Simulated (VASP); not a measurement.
# PtAu2Se4 (P-6m2) in VASP: further runs

PtAu2Se4 is run at these levels: PBE; tasks: single point, relaxation of cell and atoms.

Program: VASP 6.6.1. These are calculated values, not measurements. Logs are shortened: lines on timing, memory, paths and dates and some standing lists are left out, and cuts for length are marked.

**1. The cell of the first run**

Symmetry: P-6m2, No. 187, hexagonal system. Conventional cell: a = 5.926 Å, b = 5.926 Å, c = 5.985 Å, α = 90.00°, β = 90.00°, γ = 120.00°. Pt (site symmetry -6m2) has 12 Se at 3.35 to 4.55 Å and 6 Au at 3.65 Å within 4.6 Å. Se (site symmetry mm2) has 2 Au at 2.59 Å and 6 Se at 2.60 to 3.33 Å and 2 Pt at 3.35 Å within 3.4 Å. Se (site symmetry -6m2) has 6 Se at 2.97 Å and 6 Au at 3.83 Å within 3.9 Å. Within 3.3 Å of Au (site symmetry 3m) lie 1 Au at 2.52 Å and 3 Se at 2.59 Å.

The cell was built from a structure type or drawn by symmetry, and may not be a known phase.

**2. Single point, PBE**

Input file INCAR:

```
ALGO = Normal ; EDIFF = 1E-7
ENCUT = 520 ; GGA = PE
ISIF = 2 ; ISMEAR = 0
LASPH = True ; LCHARG = True
LELF = True ; LREAL = False
LVHAR = True ; LWAVE = False
NBANDS = 37 ; NELM = 80
PREC = Accurate ; SIGMA = 0.15
```

Input file KPOINTS:

```
k-points
0
Gamma
  3 3 2
```

Input file POSCAR:

```
PtAu2Se4
1.0
    5.9259251295      0.0000000032      0.0000000000
   -2.9629625675      5.1320017015      0.0000000000
    0.0000000000      0.0000000000      5.9854597329
Pt Se Au
1 4 2
Direct
    0.3333333333      0.6666666667      0.0000000000
    0.1872852454      0.8127147546      0.5000000000
    0.1872852454      0.3745704908      0.5000000000
    0.6254295092      0.8127147546      0.5000000000
    0.6666666667      0.3333333333      0.5000000000
    0.0000000000      0.0000000000      0.7893246050
    0.0000000000      0.0000000000      0.2106753950
```

Potentials or basis: VASP PAW PBE potentials, release 64 (Pt, Se, Au).

On the command line:

```bash
> cat potpaw_PBE.64/Pt/POTCAR potpaw_PBE.64/Se/POTCAR potpaw_PBE.64/Au/POTCAR > POTCAR
> mpirun -np 1 vasp_std > vasp.out
```

OUTCAR:

```text
EDIFF = 1E-7
   ENCUT = 520
   GGA = PE
   ISIF = 2
   ISMEAR = 0
   LASPH = True
   LREAL = False
   NELM = 80
   PREC = Accurate

 ion  position               nearest neighbor table
   1  0.333  0.667  0.000-
   2  0.187  0.813  0.500-   6 2.59   7 2.59   4 2.60   3 2.60
   3  0.187  0.375  0.500-   6 2.59   7 2.59   2 2.60   4 2.60
   4  0.625  0.813  0.500-   6 2.59   7 2.59   2 2.60   3 2.60
   5  0.667  0.333  0.500-
   6  0.000  0.000  0.789-   7 2.52   2 2.59   4 2.59   3 2.59   7 3.46
   7  0.000  0.000  0.211-   6 2.52   2 2.59   4 2.59   3 2.59   6 3.46

  LATTYP: Found a hexagonal cell.
 ALAT       =     5.9259251295
 C/A-ratio  =     1.0100464657

  Lattice vectors:

 A1 = (   5.9259251295,   0.0000000032,   0.0000000000)
 A2 = (  -2.9629625675,   5.1320017015,   0.0000000000)
 A3 = (   0.0000000000,   0.0000000000,   5.9854597329)

Analysis of symmetry for initial positions (statically):
=====================================================================
 Subroutine PRICEL returns:
 Original cell was already a primitive cell.

 Routine SETGRP: Setting up the symmetry group for a
 hexagonal supercell.

 Subroutine GETGRP returns: Found 12 space group operations
 (whereof 12 operations were pure point group operations)
 out of a pool of 24 trial point group operations.

The static configuration has the point symmetry D_3h.

Analysis of symmetry for dynamics (positions and initial velocities):
=====================================================================
 Subroutine PRICEL returns:
 Original cell was already a primitive cell.

 Routine SETGRP: Setting up the symmetry group for a
 hexagonal supercell.

 Subroutine GETGRP returns: Found 12 space group operations
 (whereof 12 operations were pure point group operations)
 out of a pool of 24 trial point group operations.

The dynamic configuration has the point symmetry D_3h.

 Subroutine INISYM returns: Found 12 space group operations
 (whereof 12 operations are pure point group operations),
 and found     1 'primitive' translations

----------------------------------------------------------------------------------------

                                     Primitive cell

  volume of cell :     182.0290

  direct lattice vectors                    reciprocal lattice vectors
     5.925925130  0.000000003  0.000000000     0.168750023  0.097427871  0.000000000
    -2.962962567  5.132001702  0.000000000    -0.000000000  0.194855742  0.000000000
     0.000000000  0.000000000  5.985459733     0.000000000  0.000000000  0.167071544

  length of vectors
     5.925925130  5.925925130  5.985459733     0.194855742  0.194855742  0.167071544

  position of ions in fractional coordinates (direct lattice)
     0.333333333  0.666666667  0.000000000
     0.187285245  0.812714755  0.500000000
     0.187285245  0.374570491  0.500000000
     0.625429509  0.812714755  0.500000000
     0.666666667  0.333333333  0.500000000
     0.000000000  0.000000000  0.789324605
     0.000000000  0.000000000  0.210675395

  ion indices of the primitive-cell ions
   primitive index   ion index
                 1           1
                 2           2
                 3           3
                 4           4
                 5           5
                 6           6
                 7           7

----------------------------------------------------------------------------------------

 KPOINTS: k-points

Automatic generation of k-mesh.
 Grid dimensions read from file:
 generate k-points for:    3    3    2

 Generating k-lattice:

  Cartesian coordinates                     Fractional coordinates (reciprocal lattice)
     0.056250008  0.032475957  0.000000000     0.333333333 -0.000000000  0.000000000
    -0.000000000  0.064951914  0.000000000    -0.000000000  0.333333333  0.000000000
     0.000000000  0.000000000  0.083535772     0.000000000  0.000000000  0.500000000

  Length of vectors
     0.064951914  0.064951914  0.083535772

  Shift w.r.t. Gamma in fractional coordinates (k-lattice)
     0.000000000  0.000000000  0.000000000

 Subroutine IBZKPT returns following result:
 ===========================================

 Found      6 irreducible k-points:

 Following reciprocal coordinates:
            Coordinates               Weight
  0.000000  0.000000  0.000000      1.000000
  0.333333 -0.000000  0.000000      6.000000
  0.333333  0.333333  0.000000      2.000000
  0.000000  0.000000  0.500000      1.000000
  0.333333 -0.000000  0.500000      6.000000
  0.333333  0.333333  0.500000      2.000000
   k-points           NKPTS =      6   k-points in BZ     NKDIM =      6   number of bands    NBANDS=     37
   number of dos      NEDOS =    301   number of ions     NIONS =      7
   total plane-waves  NPLWV = 110592
   dimension x,y,z NGX =    48 NGY =   48 NGZ =   48
   dimension x,y,z NGXF=    96 NGYF=   96 NGZF=   96
   ions per type =               1   4   2
   NGX,Y,Z   is equivalent  to a cutoff of  13.47, 13.47, 13.33 a.u.
   NGXF,Y,Z  is equivalent  to a cutoff of  26.93, 26.93, 26.66 a.u.
 SYSTEM =  unknown system
   PREC   = accura    normal or accurate (medium, high low for compatibility)
   ISTART =      0    job   : 0-new  1-cont  2-samecut
   ICHARG =      2    charge: 1-file 2-atom 10-const
   ISPIN  =      1    spin polarized calculation?
   LNONCOLLINEAR =      F non collinear calculations
   LSORBIT =      F    spin-orbit coupling
   LASPH  =      T    aspherical Exc in radial PAW
   ENCUT  =  520.0 eV  38.22 Ry    6.18 a.u.  11.02 11.02 11.13*2*pi/ulx,y,z
   NELM   =     80;   NELMIN=  2; NELMDL= -5     # of ELM steps
   EDIFF  = 0.1E-06   stopping-criterion for ELM
   LREAL  =      F    real-space projection
   EDIFFG = 0.1E-05   stopping-criterion for IOM
   NSW    =      0    number of steps for IOM
   IBRION =     -1    ionic relax: 0-MD 1-quasi-New 2-CG
   NFREE  =      0    steps in history (QN), initial steepest desc. (CG)
   ISIF   =      2    stress and relaxation
   ISYM   =      2    0-nonsym 1-usesym 2-fastsym
   POTIM  = 0.5000    time-step for ionic-motion
   TEBEG  =    0.0;   TEEND  =   0.0 temperature during run
   PSTRESS=    0.0 pullay stress
   NELECT =      56.0000    total number of electrons
   NUPDOWN=      -1.0000    fix difference up-down
   EMIN   =  10.00;   EMAX   =-10.00  energy-range for DOS
   EFERMI =   0.00;   METHOD = LEGACY
   ISMEAR =     0;   SIGMA  =   0.15  broadening in eV -4-tet -1-fermi 0-gaus
   EFERMI_NEDOS =   21; number of points for ismear=-14 and -15
   IALGO  =     38    algorithm
   IMIX   =      4    mixing-type and parameters
     AMIX     =   0.40;   BMIX     =  1.00
     AMIX_MAG =   1.60;   BMIX_MAG =  1.00
  volume/ion in A,a.u.               =      26.00       175.48
  Fermi-wavevector in a.u.,A,eV,Ry     =   1.105157  2.088444 16.617778  1.221372
  Thomas-Fermi vector in A             =   2.241640
   LORBIT       =      0    0 simple, 1 ext, 2 COOP (PROOUT), +10 PAW based schemes
   GGA     = PE    functional components
   LHFCALC =     F    Hartree Fock is set to
   AEXX    =    0.0000 exact exchange contribution
   IVDW    =     0    specifies the selected vdW correction
   LEPSILON=     F    determine dielectric tensor
   LRPA    =     F    only Hartree local field effects (RPA)
 non-spin polarized calculation
 Gauss-broadening in eV      SIGMA  =   0.15
  energy-cutoff  :      520.00
  volume of cell :      182.03
 maximum number of plane-waves:      4926
 NGX is ok and might be reduce to    48
   NGX = 23   NGY = 23   NGZ = 23

 number of electron      55.9999993 magnetization

 Free energy of the ion-electron system (eV)
  ---------------------------------------------------
  ext. energy  EPLUGINS =         0.00000000
  ---------------------------------------------------
  free energy    TOTEN  =       -20.56668442 eV

  energy without entropy =      -20.51920348  energy(sigma->0) =      -20.54294395

 E-fermi :   3.6874     XC(G=0):  -9.4077

 val. band max:        3.4508263581   @ k =   0.3333   0.3333   0.5000
 cond. band min:       3.7400544839   @ k =   0.3333  -0.0000   0.0000
 fundamental gap:      0.2892281258
 Fermi energy:         3.6873542469

 k-point     1 :       0.0000    0.0000    0.0000
  band No.  band energies     occupation
      1     -12.5294      2.00000
      2      -9.4504      2.00000
      3      -9.4504      2.00000
      4      -8.2157      2.00000
      5      -4.9625      2.00000
      6      -3.1063      2.00000
[... 29 lines left out ...]
     36       8.0254      0.00000
     37       9.1754      0.00000

 k-point     2 :       0.3333   -0.0000    0.0000
  band No.  band energies     occupation
      1     -12.1827      2.00000
      2     -10.2741      2.00000
      3      -9.5224      2.00000
      4      -8.4104      2.00000
      5      -4.0493      2.00000
      6      -2.3777      2.00000
[... 29 lines left out ...]
     36       8.2709      0.00000
     37      10.1192      0.00000

 k-point     3 :       0.3333    0.3333    0.0000
  band No.  band energies     occupation
      1     -11.9175      2.00000
      2     -10.4687      2.00000
      3     -10.0447      2.00000
      4      -8.2068      2.00000
      5      -3.2296      2.00000
      6      -3.1271      2.00000
[... 29 lines left out ...]
     36       9.7282      0.00000
     37      10.5448      0.00000

 k-point     4 :       0.0000    0.0000    0.5000
  band No.  band energies     occupation
      1     -12.5027      2.00000
      2      -9.4459      2.00000
      3      -9.4459      2.00000
      4      -8.2097      2.00000
      5      -4.4838      2.00000
      6      -2.9983      2.00000
[... 29 lines left out ...]
     36       8.1819      0.00000
     37       9.3689      0.00000

 k-point     5 :       0.3333   -0.0000    0.5000
  band No.  band energies     occupation
      1     -12.1602      2.00000
      2     -10.2478      2.00000
      3      -9.5181      2.00000
      4      -8.3970      2.00000
      5      -3.5674      2.00000
      6      -2.5570      2.00000
[... 29 lines left out ...]
     36       8.4792      0.00000
     37       9.2030      0.00000

 k-point     6 :       0.3333    0.3333    0.5000
  band No.  band energies     occupation
      1     -11.9006      2.00000
      2     -10.4240      2.00000
      3     -10.0418      2.00000
      4      -8.2013      2.00000
      5      -2.9469      2.00000
      6      -2.2820      2.00000
[... 29 lines left out ...]
     36       8.5594      0.00000
     37       8.6814      0.00000

------------------------ aborting loop because EDIFF is reached ----------------------------------------

  FORCE on cell =-STRESS in cart. coord.  units (eV):
  Direction    XX          YY          ZZ          XY          YZ          ZX
  --------------------------------------------------------------------------------------
  -------------------------------------------------------------------------------------
  Total        0.1427055      0.1427055     -0.0113362      0.0000000      0.0000000      0.0000000
  in kB        1.2560612      1.2560612     -0.0997784      0.0000000      0.0000000      0.0000000
  external PRESSURE =       0.8041147 kB  Pullay stress =       0.0000000 kB

 VOLUME and BASIS-vectors are now :
 -----------------------------------------------------------------------------
  energy-cutoff  :      520.00
  volume of cell :      182.03
      direct lattice vectors                 reciprocal lattice vectors
     5.925925130  0.000000003  0.000000000     0.168750023  0.097427871  0.000000000
    -2.962962567  5.132001702  0.000000000    -0.000000000  0.194855742  0.000000000
     0.000000000  0.000000000  5.985459733     0.000000000  0.000000000  0.167071544

 POSITION                                       TOTAL-FORCE (eV/Angst)
 -----------------------------------------------------------------------------------
     -0.00000      3.42133      0.00000         0.000000     -0.000000     -0.000000
     -1.29821      4.17085      2.99273         0.000480     -0.000277     -0.000000
     -0.00000      1.92230      2.99273        -0.000000      0.000555     -0.000000
      1.29821      4.17085      2.99273        -0.000480     -0.000277     -0.000000
      2.96296      1.71067      2.99273         0.000000     -0.000000     -0.000000
      0.00000      0.00000      4.72447         0.000000     -0.000000      0.002539
      0.00000      0.00000      1.26099         0.000000     -0.000000     -0.002539
 -----------------------------------------------------------------------------------
    total drift:                                0.000000     -0.000000     -0.000000

  FREE ENERGIE OF THE ION-ELECTRON SYSTEM (eV)
  ---------------------------------------------------
  free  energy   TOTEN  =       -20.5666844201 eV

  energy  without entropy=      -20.5192034833  energy(sigma->0) =      -20.54294395
```

It took 99 s on 1 thread of AMD EPYC 7R43 (Zen 3), shared host; peak memory 0.29 GiB.

What came out:

```
Free energy            : -20.5667 eV
Pressure               : 0.1 GPa
Band gap on the k mesh : zero (bands 28 and 29 overlap by 0.93 eV)
```

Forces in eV/Å, atoms in the order of the input:
```
Pt   0.000  0.000  0.000
Se   0.000  0.000  0.000
Se   0.000  0.001  0.000
Se   0.000  0.000  0.000
Se   0.000  0.000  0.000
Au   0.000  0.000  0.003
Au   0.000  0.000 -0.003
```

Levels at points of the mesh, in eV from the Fermi level:
```tsv
k point	band 24	band 25	band 26	band 27	band 28	band 29	band 30	band 31	band 32	band 33
(0.00, 0.00, 0.00)	-0.85	-0.73	0.16	0.16	0.43	0.47	0.47	1.58	1.73	2.92
(0.00, 0.00, 0.50)	-0.85	-0.55	-0.55	0.44	0.45	0.56	0.85	0.85	2.80	3.08
```

Caveat: the k points lie up to 0.52 Å⁻¹ apart, too coarse for converged energies and pressures of a metal; spin-orbit coupling is left out, which moves the levels of the heavy elements.

**3. Relaxation of cell and atoms, PBE**

This run uses another cell than the first one, of 27.54 Å³/atom.

Input file INCAR:

```
SYSTEM = PtAu2Se4
PREC = Accurate ; ENCUT = 600
EDIFF = 1E-6 ; ISMEAR = 0
SIGMA = 0.15 ; LREAL = .FALSE.
LASPH = .TRUE. ; NELM = 100
ALGO = Normal ; ISIF = 3
LWAVE = .FALSE. ; LCHARG = .FALSE.
GGA = PE ; IBRION = 2
NSW = 36 ; EDIFFG = -0.08
```

Input file KPOINTS:

```
Automatic mesh
0
G
  3 3 2
  0 0 0
```

Input file POSCAR:

```
PtAu2Se4
1.0
    5.3910034700      0.0000000000      0.0000000000
   -2.6955017400      4.6687459600      0.0000000000
    0.0000000000      0.0000000000      7.6602544200
Pt Se Au
1 4 2
Direct
    0.3333333300      0.6666666700      0.0000000000
    0.1518968900      0.8481031100      0.5000000000
    0.1518968900      0.3037937800      0.5000000000
    0.6962062200      0.8481031100      0.5000000000
    0.6666666700      0.3333333300      0.5000000000
    0.0000000000      0.0000000000      0.8222207700
    0.0000000000      0.0000000000      0.1777792300
```

Potentials or basis: VASP PAW PBE potentials, release 64 (Pt, Se, Au).

On the command line:

```bash
> cat potpaw_PBE.64/Pt/POTCAR potpaw_PBE.64/Se/POTCAR potpaw_PBE.64/Au/POTCAR > POTCAR
> mpirun -np 1 vasp_std > vasp.out
```

Run time: 18 min. Hardware: 1 thread of AMD EPYC 7R43 (Zen 3), shared host; peak memory 0.39 GiB.

Results (log left out):

| Property | Result |
| --- | --- |
| Free energy | -20.5644 eV |
| Relaxed volume | 26.08 Å³/atom |
| Relaxed cell | a = 5.943 Å, b = 5.943 Å, c = 5.969 Å, α = 90.00°, β = 90.00°, γ = 120.00° |
| Space group after relaxing (to 0.1 Å) | P-6m2 (No. 187) |
| Energy gained by relaxing | 253.4 meV/atom |
| Ionic steps | 20 |
| Pressure after relaxing | -0.1 GPa |
| Band gap on the k mesh | zero (bands 28 and 29 overlap by 0.91 eV) |

Step by step:
```
step  energy change (eV)  largest force (eV/Å)  pressure (GPa)  volume (Å³)
   1              0.0000                2.1650            2.08       192.80
   2             -0.7969                1.0709           -3.08       202.37
   3             -0.7970                0.9441           -2.98       202.02
   4             -1.1727                1.5313           -1.00       189.16
   5             -1.3360                2.3168            2.82       175.59
   6             -1.4862                1.1252            3.23       173.19
   7             -1.5253                0.0763            4.14       170.59
   8             -1.6305                0.0538            2.18       175.12
   9             -1.6770                0.1489           -1.27       185.61
  10             -1.6873                0.1355           -0.42       182.65
  11             -1.6874                0.1338           -0.33       182.35
  12             -1.6991                0.0303           -0.33       182.32
  13             -1.7094                0.4568           -0.28       182.23
  14             -1.7199                0.3542           -0.06       181.61
  15             -1.7358                0.3502            0.72       179.70
  16             -1.7458                0.3126            0.61       180.13
  17             -1.7646                0.1997            0.31       181.25
  18             -1.7639                0.3919           -0.12       183.35
  19             -1.7708                0.2729            0.06       182.30
  20             -1.7738                0.0009           -0.05       182.57
```

Final structure:
```
Pt Se Au
1.0
     5.94260    0.00000    0.00000
    -2.97130    5.14644    0.00000
     0.00000    0.00000    5.96949
Pt Se Au
1 4 2
Direct
  0.33333 0.66667 0.00000
  0.18754 0.81246 0.50000
  0.18754 0.37508 0.50000
  0.62492 0.81246 0.50000
  0.66667 0.33333 0.50000
  0.00000 0.00000 0.78864
  0.00000 0.00000 0.21136
```

Levels at points of the mesh, in eV from the Fermi level:
| k point | band 25 | band 26 | band 27 | band 28 | band 29 | band 30 | band 31 | band 32 |
| --- | --- | --- | --- | --- | --- | --- | --- | --- |
| (0.00, 0.00, 0.00) | -0.71 | 0.16 | 0.16 | 0.42 | 0.45 | 0.45 | 1.57 | 1.75 |
| (0.00, 0.00, 0.50) | -0.55 | -0.55 | 0.42 | 0.45 | 0.60 | 0.84 | 0.84 | 2.82 |

Caveat: the k points lie up to 0.53 Å⁻¹ apart in the final cell, too coarse for converged energies and pressures of a metal; a cell axis changed by over 15 % at a fixed basis, so the end point is rough; spin-orbit coupling is left out, which moves the levels of the heavy elements.
